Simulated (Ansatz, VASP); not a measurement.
**CaS in VASP and in Ansatz**

The input INCAR:

```
  PREC = Accurate
  ENCUT = 500
  EDIFF = 1E-6
  ISMEAR = -1
  SIGMA = 0.02
  LREAL = F
  LASPH = T
  NELM = 120
  ALGO = Normal
  ISIF = 2
  LWAVE = F
  LCHARG = F
  GGA = PE
  NBANDS = 15
  GGA_COMPAT = F
```

Contents of KPOINTS:

```
regular mesh
0
Gamma
  8 8 8
```

The input POSCAR:

```
CaS
1.0
    0.0000000000      2.8479335931      2.8479335931
    2.8479335931      0.0000000000      2.8479335931
    2.8479335931      2.8479335931      0.0000000000
Ca S
1 1
Direct
    0.0000000000      0.0000000000      0.0000000000
    0.5000000000      0.5000000000      0.5000000000
```

Input for Ansatz:

```yaml
crystal:
  lattice:
    - [0.0, 2.8479335931, 2.8479335931]
    - [2.8479335931, 0.0, 2.8479335931]
    - [2.8479335931, 2.8479335931, 0.0]
  atoms:
    - { symbol: Ca, position: [0.0, 0.0, 0.0] }
    - { symbol: S, position: [0.5, 0.5, 0.5] }
kpoints:
  mp_grid: { grid: [8, 8, 8] }
  band_path:
    path:
      - [[0.0, 0.0, 0.0], [0.5, -1.967996965239e-34, 0.5], [0.625, 0.25, 0.625]]
      - [[0.375, 0.375, 0.75], [0.0, 0.0, 0.0], [0.5, 0.5, 0.5], [0.5, 0.25, 0.75], [0.5, -1.967996965239e-34, 0.5]]
    npoints: 10
hamiltonian:
  xc: pbe
scf:
  occupations: { method: fermi_dirac, width: 0.02 }
  n_extra_bands: 4
output:
  forces: true
  stress: true
  eigenvalues: true
```

Alike in both runs: task single point; functional PBE; k mesh 8 × 8 × 8; occupations fermi-dirac, width 0.02 eV; no spin polarisation.

|  | VASP | Ansatz |
| --- | --- | --- |
| version | VASP 6.6.1 | Ansatz 0.2.0 |
| potentials or method | VASP PAW PBE potentials, release 64 (Ca_sv, S) | plane waves, PAW |
| plane-wave cutoff (eV) | 500 | 420 |
| valence electrons in the cell | 16 | 16 |

|  | VASP | Ansatz | Ansatz less VASP |
| --- | --- | --- | --- |
| gap on the k mesh at the Fermi level (eV) | 2.36 | 2.36 | +0.005 |
| pressure (GPa) | 0.6 | 0.5 | -0.15 |
